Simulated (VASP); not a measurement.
# Sb (P-1) in VASP: a series of runs

Sb is run at these levels: PBEsol; tasks: single point.

Everything below comes from runs of VASP 6.6.1. Logs are shortened: lines on timing, memory, paths and dates and some standing lists are left out, and cuts for length are marked.

## (1) The cell of the first run

The typed cell holds 1 atom: a = 3.520 Å, b = 3.489 Å, c = 3.551 Å, α = 126.62°, β = 127.33°, γ = 78.30°.

## (2) Single point, PBEsol

The input, INCAR:

```
SYSTEM = Sb
PREC = Accurate
ENCUT = 520
EDIFF = 1E-7
ISMEAR = 1
SIGMA = 0.05
LREAL = .False.
LASPH = .True.
NELM = 80
ALGO = Normal
ISIF = 2
LWAVE = .False.
LCHARG = .True.
GGA = PS
LELF = .True.
LVHAR = .True.
NBANDS = 8
```

The input, KPOINTS:

```
Automatic mesh
0
Gamma
  11 11 13
  0 0 0
```

The input, POSCAR:

```
Sb
1.0
   -1.5948718800      1.5512544700      2.7276667100
    1.5472171300     -1.5649253900      2.7079107700
    1.6154168300      1.5854703400     -2.7356140700
Sb
1
Direct
    0.0000000000      0.0000000000      0.0000000000
```

Potentials or basis: VASP PAW PBE potentials, release 64 (Sb).

The run is started by

```bash
$ cat potpaw_PBE.64/Sb/POTCAR > POTCAR
$ mpirun -np 1 vasp_std > vasp.out
```

OUTCAR:

```text
SYSTEM = Sb
   PREC = Accurate
   ENCUT = 520
   EDIFF = 1E-7
   ISMEAR = 1
   LREAL = .False.
   LASPH = .True.
   NELM = 80
   ISIF = 2
   GGA = PS

 ion  position               nearest neighbor table
   1  0.000  0.000  0.000-

  LATTYP: Found a triclinic cell.
 ALAT       =     3.1368021597
 B/A-ratio  =     1.4107827502
 C/A-ratio  =     1.1143383751
 COS(alpha) =     0.0016356996
 COS(beta)  =     0.4506384856
 COS(gamma) =     0.6994872546

  Lattice vectors:

 A1 = (   0.0205449500,   3.1367248100,  -0.0079473600)
 A2 = (  -3.1420890100,   3.1161798600,   0.0197559400)
 A3 = (   1.5677620800,   1.5717994200,   2.6999634100)

Analysis of symmetry for initial positions (statically):
=====================================================================
 Subroutine PRICEL returns:
 Original cell was already a primitive cell.

 Routine SETGRP: Setting up the symmetry group for a
 triclinic supercell.

 Subroutine GETGRP returns: Found  2 space group operations
 (whereof  2 operations were pure point group operations)
 out of a pool of  2 trial point group operations.

The static configuration has the point symmetry S_2 .

Analysis of symmetry for dynamics (positions and initial velocities):
=====================================================================
 Subroutine PRICEL returns:
 Original cell was already a primitive cell.

 Routine SETGRP: Setting up the symmetry group for a
 triclinic supercell.

 Subroutine GETGRP returns: Found  2 space group operations
 (whereof  2 operations were pure point group operations)
 out of a pool of  2 trial point group operations.

The dynamic configuration has the point symmetry S_2 .

 Subroutine INISYM returns: Found  2 space group operations
 (whereof  2 operations are pure point group operations),
 and found     1 'primitive' translations

----------------------------------------------------------------------------------------

                                     Primitive cell

  volume of cell :      26.9579

  direct lattice vectors                    reciprocal lattice vectors
    -1.594871880  1.551254470  2.727666710    -0.000455535  0.319274999  0.184772102
     1.547217130 -1.564925390  2.707910770     0.317838488 -0.001608608  0.186755598
     1.615416830  1.585470340 -2.735614070     0.314165556  0.316755140  0.003551015

  length of vectors
     3.519967674  3.489362845  3.550615732     0.368886787  0.368648268  0.446146192

  position of ions in fractional coordinates (direct lattice)
     0.000000000  0.000000000  0.000000000

  ion indices of the primitive-cell ions
   primitive index   ion index
                 1           1

----------------------------------------------------------------------------------------

 KPOINTS: Automatic mesh

Automatic generation of k-mesh.
 Grid dimensions read from file:
 generate k-points for:   11   11   13

 Generating k-lattice:

  Cartesian coordinates                     Fractional coordinates (reciprocal lattice)
    -0.000041412  0.029025000  0.016797464     0.090909091 -0.000000000  0.000000000
     0.028894408 -0.000146237  0.016977782     0.000000000  0.090909091 -0.000000000
     0.024166581  0.024365780  0.000273155     0.000000000 -0.000000000  0.076923077

  Length of vectors
     0.033535162  0.033513479  0.034318938

  Shift w.r.t. Gamma in fractional coordinates (k-lattice)
     0.000000000  0.000000000  0.000000000

 Subroutine IBZKPT returns following result:
 ===========================================

 Found    787 irreducible k-points:

 Following reciprocal coordinates:
            Coordinates               Weight
  0.000000  0.000000  0.000000      1.000000
  0.090909 -0.000000 -0.000000      2.000000
  0.181818  0.000000 -0.000000      2.000000
  0.272727 -0.000000 -0.000000      2.000000
  0.363636 -0.000000 -0.000000      2.000000
  0.454545  0.000000 -0.000000      2.000000
[... 16 lines left out ...]
  0.454545  0.181818 -0.000000      2.000000
 -0.454545  0.181818  0.000000      2.000000
 [... further k-points ...]
   k-points           NKPTS =    787   k-points in BZ     NKDIM =    787   number of bands    NBANDS=      8
   number of dos      NEDOS =    301   number of ions     NIONS =      1
   total plane-waves  NPLWV =  21952
   dimension x,y,z NGX =    28 NGY =   28 NGZ =   28
   dimension x,y,z NGXF=    56 NGYF=   56 NGZF=   56
   ions per type =               1
   NGX,Y,Z   is equivalent  to a cutoff of  13.22, 13.34, 13.11 a.u.
   NGXF,Y,Z  is equivalent  to a cutoff of  26.45, 26.68, 26.22 a.u.
 SYSTEM =  Sb
   PREC   = accura    normal or accurate (medium, high low for compatibility)
   ISTART =      0    job   : 0-new  1-cont  2-samecut
   ICHARG =      2    charge: 1-file 2-atom 10-const
   ISPIN  =      1    spin polarized calculation?
   LNONCOLLINEAR =      F non collinear calculations
   LSORBIT =      F    spin-orbit coupling
   LASPH  =      T    aspherical Exc in radial PAW
   ENCUT  =  520.0 eV  38.22 Ry    6.18 a.u.   6.54  6.49  6.60*2*pi/ulx,y,z
   NELM   =     80;   NELMIN=  2; NELMDL= -5     # of ELM steps
   EDIFF  = 0.1E-06   stopping-criterion for ELM
   LREAL  =      F    real-space projection
   EDIFFG = 0.1E-05   stopping-criterion for IOM
   NSW    =      0    number of steps for IOM
   IBRION =     -1    ionic relax: 0-MD 1-quasi-New 2-CG
   NFREE  =      0    steps in history (QN), initial steepest desc. (CG)
   ISIF   =      2    stress and relaxation
   ISYM   =      2    0-nonsym 1-usesym 2-fastsym
   POTIM  = 0.5000    time-step for ionic-motion
   TEBEG  =    0.0;   TEEND  =   0.0 temperature during run
   PSTRESS=    0.0 pullay stress
   NELECT =       5.0000    total number of electrons
   NUPDOWN=      -1.0000    fix difference up-down
   EMIN   =  10.00;   EMAX   =-10.00  energy-range for DOS
   EFERMI =   0.00;   METHOD = LEGACY
   ISMEAR =     1;   SIGMA  =   0.05  broadening in eV -4-tet -1-fermi 0-gaus
   EFERMI_NEDOS =   21; number of points for ismear=-14 and -15
   IALGO  =     38    algorithm
   IMIX   =      4    mixing-type and parameters
     AMIX     =   0.40;   BMIX     =  1.00
     AMIX_MAG =   1.60;   BMIX_MAG =  1.00
  volume/ion in A,a.u.               =      26.96       181.92
  Fermi-wavevector in a.u.,A,eV,Ry     =   0.933618  1.764283 11.859422  0.871643
  Thomas-Fermi vector in A             =   2.060338
   LORBIT       =      0    0 simple, 1 ext, 2 COOP (PROOUT), +10 PAW based schemes
   GGA     = PS    functional components
   LHFCALC =     F    Hartree Fock is set to
   AEXX    =    0.0000 exact exchange contribution
   IVDW    =     0    specifies the selected vdW correction
   LEPSILON=     F    determine dielectric tensor
   LRPA    =     F    only Hartree local field effects (RPA)
 non-spin polarized calculation
 Methfessel and Paxton  Order N= 1 SIGMA  =   0.05
  energy-cutoff  :      520.00
  volume of cell :       26.96
 maximum number of plane-waves:       745
 NGX is ok and might be reduce to    28
   NGX = 13   NGY = 13   NGZ = 13

 number of electron       5.0000000 magnetization

 Free energy of the ion-electron system (eV)
  ---------------------------------------------------
  ext. energy  EPLUGINS =         0.00000000
  ---------------------------------------------------
  free energy    TOTEN  =        -4.31291702 eV

  energy without entropy =       -4.31279441  energy(sigma->0) =       -4.31287615

 E-fermi :   8.3530     XC(G=0): -10.3178

 val. band max:        8.3417974344   @ k =  -0.0909  -0.0909   0.3846
 cond. band min:       8.3551153716   @ k =   0.3636   0.1818   0.0769
 fundamental gap:      0.0133179372
 Fermi energy:         8.3529635605

 k-point     1 :       0.0000    0.0000    0.0000
  band No.  band energies     occupation
      1      -4.5971      2.00000
      2      12.9701      0.00000
      3      13.6910      0.00000
      4      13.9148      0.00000
      5      17.7376      0.00000
      6      18.9562      0.00000
      7      19.0465      0.00000
      8      19.0598      0.00000

 k-point     2 :       0.0909   -0.0000   -0.0000
  band No.  band energies     occupation
      1      -4.4290      2.00000
      2      12.2244      0.00000
      3      12.8620      0.00000
      4      13.6507      0.00000
      5      17.4184      0.00000
      6      18.0424      0.00000
      7      18.9350      0.00000
      8      19.3481      0.00000

 k-point     3 :       0.1818    0.0000   -0.0000
  band No.  band energies     occupation
      1      -3.9276      2.00000
      2       9.7208      0.00000
      3      11.9202      0.00000
      4      13.5835      0.00000
      5      16.1936      0.00000
      6      17.8020      0.00000
      7      19.8960      0.00000
      8      20.1975      0.00000

 k-point     4 :       0.2727   -0.0000   -0.0000
  band No.  band energies     occupation
      1      -3.1065      2.00000
      2       7.0475      2.00000
      3      11.0777      0.00000
      4      13.5593      0.00000
      5      15.3083      0.00000
      6      17.6986      0.00000
      7      20.3266      0.00000
      8      21.3047      0.00000

 k-point     5 :       0.3636   -0.0000   -0.0000
  band No.  band energies     occupation
      1      -2.0174      2.00000
      2       4.6460      2.00000
      3      10.4452      0.00000
      4      13.5940      0.00000
      5      14.7339      0.00000
      6      17.8564      0.00000
      7      19.5446      0.00000
      8      20.1973      0.00000
[... 177 lines left out ...]
 k-point    22 :       0.3636    0.1818   -0.0000
  band No.  band energies     occupation
      1      -0.8663      2.00000
      2       4.2811      2.00000
      3       8.7543     -0.00000
      4      10.3541      0.00000
      5      15.1731      0.00000
      6      17.0984      0.00000
      7      20.6044      0.00000
      8      21.4624      0.00000

 k-point    23 :       0.4545    0.1818   -0.0000
  band No.  band energies     occupation
      1      -0.1316      2.00000
      2       3.1932      2.00000
      3       8.9146     -0.00000
      4      10.4029      0.00000
      5      14.6371      0.00000
      6      16.8436      0.00000
      7      20.9735      0.00000
      8      21.7599      0.00000

 k-point    24 :      -0.4545    0.1818    0.0000
  band No.  band energies     occupation
      1      -0.8171      2.00000
      2       4.1654      2.00000
      3       9.2525     -0.00000
      4      10.6453      0.00000
      5      14.5968      0.00000
      6      16.8510      0.00000
      7      19.2587      0.00000
      8      22.2348      0.00000

 [... further k-points ...]
[... 5 lines left out ...]
  --------------------------------------------------------------------------------------
  -------------------------------------------------------------------------------------
  Total       -0.2864098     -0.1043448     -0.2446394      0.0406188      0.0097363      0.0385289
  in kB      -17.0220498     -6.2014755    -14.5395303      2.4140748      0.5786517      2.2898713
  external PRESSURE =     -12.5876852 kB  Pullay stress =       0.0000000 kB

 VOLUME and BASIS-vectors are now :
 -----------------------------------------------------------------------------
  energy-cutoff  :      520.00
  volume of cell :       26.96
      direct lattice vectors                 reciprocal lattice vectors
    -1.594871880  1.551254470  2.727666710    -0.000455535  0.319274999  0.184772102
     1.547217130 -1.564925390  2.707910770     0.317838488 -0.001608608  0.186755598
     1.615416830  1.585470340 -2.735614070     0.314165556  0.316755140  0.003551015

 POSITION                                       TOTAL-FORCE (eV/Angst)
 -----------------------------------------------------------------------------------
      0.00000      0.00000      0.00000         0.000000      0.000000     -0.000000
 -----------------------------------------------------------------------------------
    total drift:                               -0.000000      0.000000      0.000000

  FREE ENERGIE OF THE ION-ELECTRON SYSTEM (eV)
  ---------------------------------------------------
  free  energy   TOTEN  =        -4.3129170195 eV

  energy  without entropy=       -4.3127944109  energy(sigma->0) =       -4.31287615
```

Wall time 2.2 min (1 thread of Intel Xeon Platinum 8259CL at 2.50GHz (Skylake/Cascade Lake), shared host); peak memory 0.29 GiB.

Results:

```yaml
Free_energy: -4.3129 eV
Pressure: -1.3 GPa
```

Levels at points of the mesh, in eV from the Fermi level:
| k point | band 1 | band 2 | band 3 | band 4 | band 5 | band 6 | band 7 | band 8 |
| --- | --- | --- | --- | --- | --- | --- | --- | --- |
| (0.00, 0.00, 0.00) | -12.95 | 4.62 | 5.34 | 5.56 | 9.38 | 10.60 | 10.69 | 10.71 |

Caveat: the PAW data sets were made with another functional, which shifts forces and pressure a little; spin-orbit coupling is left out, which moves the levels of the heavy elements.

## (3) Single point, PBEsol

The input, INCAR:

```
PREC     = Accurate       # precision mode
ENCUT    = 520            # plane-wave cutoff, eV
EDIFF    = 1E-7           # SCF threshold, eV
ISMEAR   = 1              # smearing method
SIGMA    = 0.05           # smearing width, eV
LREAL    = F              # projectors in reciprocal space
LASPH    = T              # aspherical terms in the spheres
NELM     = 100            # most SCF steps
ALGO     = Normal         # electronic algorithm
ISIF     = 2              # what is computed and relaxed
LWAVE    = F              # write WAVECAR
LCHARG   = T              # write CHGCAR
GGA      = PS             # functional
LELF     = T              # ELF
LVHAR    = T            
NBANDS   = 8              # bands
```

The input, KPOINTS:

```
Automatic mesh
0
Gamma
  13 13 16
```

POSCAR is that of step 2.

Potentials or basis: VASP PAW PBE potentials, release 64 (Sb).

The run is started by

```bash
$ cat potpaw_PBE.64/Sb/POTCAR > POTCAR
$ mpirun -np 1 vasp_std > vasp.out
```

Run time: 3.4 min. Hardware: 1 thread of Intel Xeon Platinum 8259CL at 2.50GHz (Skylake/Cascade Lake), shared host; peak memory 0.4 GiB.

Results (log left out):

* Free energy: -4.3122 eV
* Pressure: -1.0 GPa

Stress tensor (GPa, compression positive):
```
-1.52  0.26  0.14
 0.26 -0.63  0.16
 0.14  0.16 -0.85
```

Levels at points of the mesh, in eV from the Fermi level:
```tsv
k point	band 1	band 2	band 3	band 4	band 5	band 6	band 7
(0.00, 0.00, 0.00)	-12.94	4.62	5.35	5.57	9.39	10.61	10.70
(0.00, 0.00, 0.50)	-6.68	-4.44	-0.95	0.73	3.52	4.47	15.46
```

Caveat: the PAW data sets were made with another functional, which shifts forces and pressure a little; spin-orbit coupling is left out, which moves the levels of the heavy elements.
